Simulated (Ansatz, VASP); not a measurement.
Two plane-wave programs on H

INCAR

```
SYSTEM = H
ALGO = Normal
EDIFF = 1E-7
ENCUT = 520
GGA = PS
ISIF = 2
ISMEAR = 0
LASPH = .TRUE.
LCHARG = .FALSE.
LREAL = .FALSE.
LWAVE = .FALSE.
NBANDS = 10
NELM = 100
PREC = Accurate
SIGMA = 0.05
```

File KPOINTS:

```
k-points
0
G
  6 6 6
  0 0 0
```

POSCAR

```
H
1.0
    2.5447769385     -2.4898976723      0.0000000000
    2.5447769385      2.4898976723      0.0000000000
    0.0000000000      0.0000000000      4.2660725400
H
4
Direct
    0.9532956300      0.0467043700      0.0685088900
    0.4532956300      0.5467043700      0.4314911100
    0.5467043700      0.4532956300      0.5685088900
    0.0467043700      0.9532956300      0.9314911100
```

Input for Ansatz:

```yaml
crystal:
  lattice:
    - [2.5447769385, -2.4898976723, 0.0]
    - [2.5447769385, 2.4898976723, 0.0]
    - [0.0, 0.0, 4.26607254]
  atoms:
    - { symbol: H, position: [0.95329563, 0.04670437, 0.06850889] }
    - { symbol: H, position: [0.45329563, 0.54670437, 0.43149111] }
    - { symbol: H, position: [0.54670437, 0.45329563, 0.56850889] }
    - { symbol: H, position: [0.04670437, 0.95329563, 0.93149111] }
basis:
  ecutwfc: 420
kpoints:
  mp_grid: { grid: [6, 6, 6] }
hamiltonian:
  xc: pbesol
scf:
  occupations: { method: gaussian, width: 0.05 }
output:
  forces: true
  stress: true
  eigenvalues: true
```

Change from the starting cell: strain -0.030 along x and y, +0.030 along z, atoms carried along.

Alike in both runs: task single point; functional PBEsol; k mesh 6 × 6 × 6; occupations gaussian, width 0.05 eV; no spin polarisation.

|  | VASP | Ansatz |
| --- | --- | --- |
| version | VASP 6.6.1 | Ansatz 0.2.0 |
| potentials or method | VASP PAW PBE potentials, release 64 (H), cutoff 520 eV | scalar-relativistic, plane waves, PAW |
| valence electrons in the cell | 4 | 4 |

|  | VASP | Ansatz | Ansatz less VASP |
| --- | --- | --- | --- |
| gap on the k mesh at the Fermi level (eV) | 9.07 | 9.07 | +0.003 |
| least direct gap on the mesh (eV) | 9.71 | 9.71 | +0.003 |
| pressure (GPa) | 0.5 | 0.6 | +0.16 |
| traceless stress, the component that is largest in VASP (GPa) | -0.61 | -0.62 | -0.010 |
| rms of the force components (eV/Å) | 0.249 | 0.247 | -0.0011 |

VASP's potentials were made for PBE, not for PBEsol. Atom by atom the forces differ by 0.001 eV/Å (rms over components).
